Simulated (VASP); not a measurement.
Runs of VASP 6.6.1 on CsH. The structure is that of space group Fm-3m (No. 225), or close to it. The cells are those of the table. 

```csv
cell,gap on the mesh (eV),pressure (GPa)
"a = 4.239, b = 4.239, c = 4.148 Å, angles 60.7, 60.7, 58.6°, 2 atoms",(a),3.2
"a = 4.148 Å, angles 60.0°, 2 atoms",(b),4.1
"a = 4.328 Å, angles 60.0°, 2 atoms",2.50,1.6
"a = 4.689 Å, angles 60.0°, 2 atoms",2.77,-0.9
"a = 4.419, b = 4.419, c = 4.328 Å, angles 60.7, 60.7, 58.6°, 2 atoms",2.55,(c)
"a = 4.869 Å, angles 60.0°, 2 atoms",2.83,(d)
```

Alike in all rows: task single point; level r2SCAN; potentials or basis VASP PAW PBE potentials, release 64 (Cs_sv, H); no spin polarisation; k mesh 6 × 6 × 6; cutoff (eV) 520; smearing gaussian 0.05 eV.

Q: Estimate the missing entries.

A: (a) 2.33; (b) 2.26; (c) 1.0; (d) -1.4.

Caveats: the PAW data sets were made with another functional, which shifts forces and pressure a little; spin-orbit coupling is left out, which moves the levels of the heavy elements.

A k mesh can miss the band edges, and the runs leave out spin-orbit coupling on Cs.
